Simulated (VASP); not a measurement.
A run of VASP 6.6.1 is set up as follows.

The input INCAR:

```
SYSTEM = C
ALGO     = Normal         ! electronic algorithm
EDIFF    = 1E-6           ! SCF threshold, eV
ENCUT    = 520            ! plane-wave cutoff, eV
GGA      = PE             ! functional
ISIF     = 2              ! what is computed and relaxed
ISMEAR   = 0              ! smearing method
IVDW     = 12             ! dispersion correction
LASPH    = .TRUE.         ! aspherical terms in the spheres
LCHARG   = .TRUE.         ! write CHGCAR
LELF     = .TRUE.         ! ELF
LREAL    = .FALSE.        ! projectors in reciprocal space
LVHAR    = .TRUE.       
LWAVE    = .FALSE.        ! write WAVECAR
NBANDS   = 11             ! bands
NELM     = 100            ! most SCF steps
PREC     = Accurate       ! precision mode
SIGMA    = 0.05           ! smearing width, eV
```

KPOINTS

```
k-points
0
G
  15 15 15
  0 0 0
```

The input POSCAR:

```
C
1.0
    1.2324984681      0.7115833223      3.3613878357
   -1.2324984681      0.7115833223      3.3613878357
    0.0000000000     -1.4231666447      3.3613878357
C
2
Direct
    0.1665516769      0.1665516769      0.1454719248
    0.8334483231      0.8334483231      0.8545280752
```

Potentials or basis: VASP PAW PBE potentials, release 64 (C).

The run is started by

```console
$ cat potpaw_PBE.64/C/POTCAR > POTCAR
$ mpirun -np 1 vasp_std > vasp.out
```

Problem. Estimate the pressure.

Solution. 0.7 GPa.

Problem. Predict the dispersion energy per atom.

Solution. -0.156 eV.

Problem. Estimate the largest force.

Solution. 3.693 eV/Å.

Forces on the atoms (eV/Å):
```
C    0.000 -2.885  2.304
C    0.000  2.885 -2.304
```

Caveat: the cell differs from its parent crystal (atoms displaced along several vibrational modes); the stress differs along the axes, from -4 to 8 GPa; forces of over 1 eV/Å act on the atoms, so gaps and moduli don't describe the material at rest.
